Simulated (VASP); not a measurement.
The system is MoS2.

```
Mo S
1.0
     3.16900    0.00000    0.00000
    -1.58450    2.74443    0.00000
     0.00000    0.00000   12.32400
Mo S
2 4
Direct
  0.66667 0.33333 0.75000
  0.33333 0.66667 0.25000
  0.66667 0.33333 0.37700
  0.33333 0.66667 0.87700
  0.66667 0.33333 0.12300
  0.33333 0.66667 0.62300
```

Base run:

| Item | Value |
| --- | --- |
| Program | VASP 6.6.1 |
| Functional | PBE |
| Potentials or basis | VASP PAW PBE potentials, release 64 (Mo_sv, S) |
| Cutoff | 520 eV |
| k mesh | 8 × 8 × 2 |
| Occupations | gaussian, width 0.01 eV |
| Spin | no spin polarisation |

Its results: band gap on the k mesh 0.99 eV (least direct gap 1.94 eV).

Q: The run is repeated on the same cell with these changes: k mesh from 8 × 8 × 2 to 6 × 6 × 2; further incar settings from ALGO = Normal; EDIFF = 1e-08 to ALGO = Normal; EDIFF = 1e-07; NBANDS = 35. What comes out?

A: Band gap on the k mesh 0.90 eV (least direct gap 1.66 eV).

A k mesh can miss the band edges.
